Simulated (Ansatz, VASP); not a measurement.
**One calculation of Ni, two programs**

File INCAR:

```
SYSTEM = Ni
  ALGO = Normal
  EDIFF = 1E-8
  ENCUT = 520
  GGA = PE
  ISIF = 2
  ISMEAR = -1
  ISPIN = 2
  LASPH = .TRUE.
  LCHARG = .FALSE.
  LEFG = .TRUE.
  LMAXMIX = 4
  LORBIT = 11
  LREAL = .FALSE.
  LWAVE = .FALSE.
  MAGMOM = 1.5 1.5
  NBANDS = 21
  NELM = 150
  PREC = Accurate
  SIGMA = 0.05
```

KPOINTS

```
k-points
0
G
  15 15 8
  0 0 0
```

Contents of POSCAR:

```
Ni
1.0
    2.5057766999      0.0000000000      0.0000000000
   -1.2528883499      2.1700662783      0.0000000000
    0.0000000000      0.0000000000      4.1189223954
Ni
2
Direct
    0.3333333333      0.6666666667      0.2500000000
    0.6666666667      0.3333333333      0.7500000000
```

Input for Ansatz:

```yaml
crystal:
  lattice:
    - [2.5057766999, 0.0, 0.0]
    - [-1.2528883499, 2.1700662783, 0.0]
    - [0.0, 0.0, 4.1189223954]
  atoms:
    - { symbol: Ni, position: [0.3333333333, 0.6666666667, 0.25], spin: 1.5 }
    - { symbol: Ni, position: [0.6666666667, 0.3333333333, 0.75], spin: 1.5 }
magnetization:
  spin_polarized: true
kpoints:
  mp_grid: { grid: [15, 15, 8] }
scf:
  occupations: { method: fermi_dirac, width: 0.05 }
hamiltonian:
  xc: pbe
  pseudopotentials: { kind: paw }
output:
  forces: true
  stress: true
  eigenvalues: true
  efg: { contact_densities: true }
```

Change from the starting cell: volume scaled by 1.025, PAW files.

Alike in both runs: task electric field gradients; functional PBE; k mesh 15 × 15 × 8; occupations fermi-dirac, width 0.05 eV; collinear spin.

|  | VASP | Ansatz |
| --- | --- | --- |
| version | VASP 6.6.1 | Ansatz 0.2.0 |
| potentials or method | VASP PAW PBE potentials, release 64 (Ni) | PAW with Ansatz's default frozen-core files, scalar-relativistic |
| plane-wave cutoff (eV) | 520 | 420 |
| valence electrons in the cell | 20 | 36 |

Ansatz gave:

| Quantity | Value |
| --- | --- |
| pressure (GPa) | -4.6 |
| traceless stress, the component that is largest in VASP (GPa) | 0.03 |
| net moment per atom (μB) | 0.66 |
| size of the moment on the site where the two differ most (μB) | 0.70 |
| size of Vzz on the site where it differs most (V/Å²) | 3.4 |

Q: What did VASP give for the same quantities?

A: Pressure (GPa): -4.5; traceless stress, the component that is largest in VASP (GPa): -0.05; net moment per atom (μB): 0.65; size of the moment on the site where the two differ most (μB): 0.66; size of Vzz on the site where it differs most (V/Å²): 3.0.

Site moments also hang on the region over which each program counts them. VASP's potentials hold 20 valence electrons a cell and Ansatz's 36, so a difference there can come from the potentials and not from the codes.
